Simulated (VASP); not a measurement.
The system is Pd.

```
Pd
1.0
     0.00000    2.70823    2.70823
     2.70823    0.00000    2.70823
     2.70823    2.70823    0.00000
Pd
2
Direct
  0.12500 0.12500 0.12500
  0.87500 0.87500 0.87500
```

| Item | Value |
| --- | --- |
| Program | VASP 6.6.1 |
| Task | relaxation of cell and atoms |
| Functional | BLYP |
| Potentials or basis | VASP PAW PBE potentials, release 64 (Pd) |
| Cutoff | 600 eV |
| k mesh | 10 × 10 × 10 |
| Occupations | fermi-dirac, width 0.1 eV |
| Spin | no spin polarisation |

At the start: pressure 31.1 GPa; volume 19.86 Å³/atom.

**Question.** Where does the relaxation end?

**Answer.** Over 19 steps the energy falls by 457.0 meV/atom and the volume is 26.14 Å³/atom (+31.6 %); space group Fd-3m (No. 227, to 0.05 Å).

Step by step:
```
step  energy change (eV)  largest force (eV/Å)  pressure (GPa)  volume (Å³)
   1              0.0000                0.0000           31.07        39.73
   2             -0.5341                0.0000           -6.81        66.25
   3             -0.9139                0.0000           -0.14        52.41
   4             -0.9139                0.0000            0.16        52.14
   5             -0.9139                0.0000            0.16        52.14
   6             -0.9139                0.0000            0.16        52.14
   7             -0.9139                0.0000            0.16        52.14
   8             -0.9139                0.0000            0.16        52.14
   9             -0.9139                0.0000            0.16        52.14
  10             -0.9139                0.0000            0.16        52.14
  11             -0.9139                0.0000            0.16        52.14
  12             -0.9139                0.0000            0.16        52.14
  13             -0.9139                0.0000            0.15        52.14
  14             -0.9139                0.0000            0.13        52.15
  15             -0.9139                0.0000            0.15        52.15
  16             -0.9139                0.0000            0.14        52.16
  17             -0.9139                0.0000            0.13        52.18
  18             -0.9139                0.0000            0.10        52.21
  19             -0.9140                0.0000            0.00        52.29
```

Final structure:
```
CELL_PARAMETERS angstrom
0.00000 2.96793 2.96793
2.96793 0.00000 2.96793
2.96793 2.96793 0.00000
ATOMIC_POSITIONS crystal
Pd 0.12500 0.12500 0.12500
Pd 0.87500 0.87500 0.87500
```

Caveat: the volume moved by over 15 % at a fixed basis, so the end points are rough; the PAW data sets were made with another functional, which shifts forces and pressure a little.
